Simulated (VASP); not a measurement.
Wanted: the native input for a VASP 6.6.1 run.

```
Task                   : single point
Functional             : PBE
Potentials or basis    : VASP PAW PBE potentials, release 64 (Ga_d, Sb)
Cutoff                 : 520 eV
k mesh                 : 6 × 6 × 6
Occupations            : fermi-dirac, width 0.02 eV
Spin                   : no spin polarisation
Dipole correction      : no
Further INCAR settings : ALGO = Normal; EDIFF = 1e-07; NBANDS = 16
```

The structure of GaSb lies in POSCAR:

```
GaSb
1.0
    0.0000000000      3.1099061810      3.1099061810
    3.1099061810      0.0000000000      3.1099061810
    3.1099061810      3.1099061810      0.0000000000
Ga Sb
1 1
Direct
    0.0000000000      0.0000000000      0.0000000000
    0.2500000000      0.2500000000      0.2500000000
```

The input as run:

INCAR

```
  PREC = Accurate
  ENCUT = 520
  EDIFF = 1E-7
  ISMEAR = -1
  SIGMA = 0.02
  LREAL = F
  LASPH = T
  NELM = 60
  ALGO = Normal
  ISIF = 2
  LWAVE = F
  LCHARG = F
  GGA = PE
  NBANDS = 16
```

KPOINTS

```
regular mesh
0
Gamma
  6 6 6
```

Potentials or basis: VASP PAW PBE potentials, release 64 (Ga_d, Sb).

Launch:

```bash
$ cat potpaw_PBE.64/Ga_d/POTCAR potpaw_PBE.64/Sb/POTCAR > POTCAR
$ mpirun -np 1 vasp_std > vasp.out
```

It gave:

```json
{"Pressure": "0.0 GPa", "Band gap on the k mesh": "zero (filled and empty bands touch)"}
```

Caveat: spin-orbit coupling is left out, which moves the levels of the heavy elements.

Wall time 18 s on 1 thread of Intel(R) Xeon(R) Platinum 8259CL CPU @ 2.50GHz (Skylake/Cascade Lake) (shared host), peak memory 0.2 GiB.
